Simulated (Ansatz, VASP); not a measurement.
## One calculation of BiPt, two programs

The input INCAR:

```
SYSTEM = BiPt
  PREC = Accurate
  ENCUT = 520
  EDIFF = 1E-8
  ISMEAR = -1
  SIGMA = 0.05
  LREAL = .False.
  LASPH = .True.
  NELM = 80
  ALGO = Normal
  ISIF = 2
  LWAVE = .False.
  LCHARG = .False.
  LEFG = .True.
  NBANDS = 33
```

The input KPOINTS:

```
Automatic mesh
0
Gamma
  9 9 6
  0 0 0
```

The input POSCAR:

```
BiPt
1.0
    4.3005686192      0.0000000000      0.0000000000
   -2.1502843097      3.7244016749      0.0000000000
    0.0000000000      0.0000000000      5.4716386588
Bi Pt
2 2
Direct
    0.3333333333      0.6666666667      0.2500000000
    0.6666666667      0.3333333333      0.7500000000
    0.0000000000      0.0000000000      0.0000000000
    0.0000000000      0.0000000000      0.5000000000
```

Input for Ansatz:

```yaml
crystal:
  lattice:
    - [4.3005686192, 0.0, 0.0]
    - [-2.1502843097, 3.7244016749, 0.0]
    - [0.0, 0.0, 5.4716386588]
  atoms:
    - { symbol: Bi, position: [0.3333333333, 0.6666666667, 0.25] }
    - { symbol: Bi, position: [0.6666666667, 0.3333333333, 0.75] }
    - { symbol: Pt, position: [0.0, 0.0, 0.0] }
    - { symbol: Pt, position: [0.0, 0.0, 0.5] }
kpoints:
  mp_grid: { grid: [9, 9, 6] }
scf:
  occupations: { method: fermi_dirac, width: 0.05 }
hamiltonian:
  xc: lda
  pseudopotentials: { kind: paw }
output:
  forces: true
  stress: true
  eigenvalues: true
  efg: { contact_densities: true }
```

Change from the starting cell: volume scaled by 0.99, PAW files.

Alike in both runs: task electric field gradients; functional LDA; k mesh 9 × 9 × 6; occupations fermi-dirac, width 0.05 eV; no spin polarisation.

|  | VASP | Ansatz |
| --- | --- | --- |
| version | VASP 6.6.1 | Ansatz 0.2.0 |
| potentials or method | VASP PAW LDA potentials, release 64 (Bi_d, Pt) | PAW with Ansatz's default frozen-core files, scalar-relativistic |
| plane-wave cutoff (eV) | 520 | 420 |
| valence electrons in the cell | 50 | 66 |

|  | VASP | Ansatz | Ansatz less VASP |
| --- | --- | --- | --- |
| pressure (GPa) | 1.5 | 1.1 | -0.36 |
| traceless stress, the component that is largest in VASP (GPa) | -0.63 | -0.74 | -0.111 |
| size of Vzz on the site where it differs most (V/Å²) | 171.2 | 112.5 | -58.68 |

LDA's correlation is that of Perdew and Zunger in VASP and of Perdew and Wang (1992) in Ansatz. VASP's potentials hold 50 valence electrons a cell and Ansatz's 66, so a difference there can come from the potentials and not from the codes.

Neither program's run includes spin-orbit coupling.
